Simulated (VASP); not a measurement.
CsPbCl3:

```
CELL_PARAMETERS angstrom
5.60500 0.00000 0.00000
0.00000 5.60500 0.00000
0.00000 0.00000 5.60500
ATOMIC_POSITIONS crystal
Pb 0.50000 0.50000 0.50000
Cs 0.00000 0.00000 0.00000
Cl 0.50000 0.00000 0.50000
Cl 0.00000 0.50000 0.50000
Cl 0.50000 0.50000 0.00000
```

```yaml
Program: VASP 6.6.1
Task: relaxation of cell and atoms
Functional: RPBE
Potentials_or_basis: VASP PAW PBE potentials, release 64 (Pb_d, Cs_sv, Cl)
Cutoff: 600 eV
k_mesh: 5 × 5 × 5
Occupations: fermi-dirac, width 0.05 eV
Spin: no spin polarisation
```

At the start: pressure 3.3 GPa; volume 35.22 Å³/atom.

**Question.** How do energy, volume and symmetry change on relaxing?

**Answer.** Over 4 steps the energy falls by 44.2 meV/atom and the volume is 40.12 Å³/atom (+13.9 %); space group Pm-3m (No. 221, to 0.05 Å).

The path:
| step | energy change (eV) | largest force (eV/Å) | pressure (GPa) | volume (Å³) |
| --- | --- | --- | --- | --- |
| 1 | 0.0000 | 0.0000 | 3.26 | 176.09 |
| 2 | -0.2114 | 0.0000 | 0.56 | 194.97 |
| 3 | -0.2210 | 0.0000 | -0.06 | 201.26 |
| 4 | -0.2211 | 0.0000 | 0.00 | 200.62 |

Final structure:
```yaml
crystal:
  lattice:
    - [5.85408, 0.00000, 0.00000]
    - [0.00000, 5.85408, 0.00000]
    - [0.00000, 0.00000, 5.85408]
  atoms:
    - { symbol: Pb, position: [0.50000, 0.50000, 0.50000] }
    - { symbol: Cs, position: [0.00000, 0.00000, 0.00000] }
    - { symbol: Cl, position: [0.50000, 0.00000, 0.50000] }
    - { symbol: Cl, position: [0.00000, 0.50000, 0.50000] }
    - { symbol: Cl, position: [0.50000, 0.50000, 0.00000] }
```

Caveat: the PAW data sets were made with another functional, which shifts forces and pressure a little; the volume moved by +14 % from the deposited cell, more than functionals usually miss.
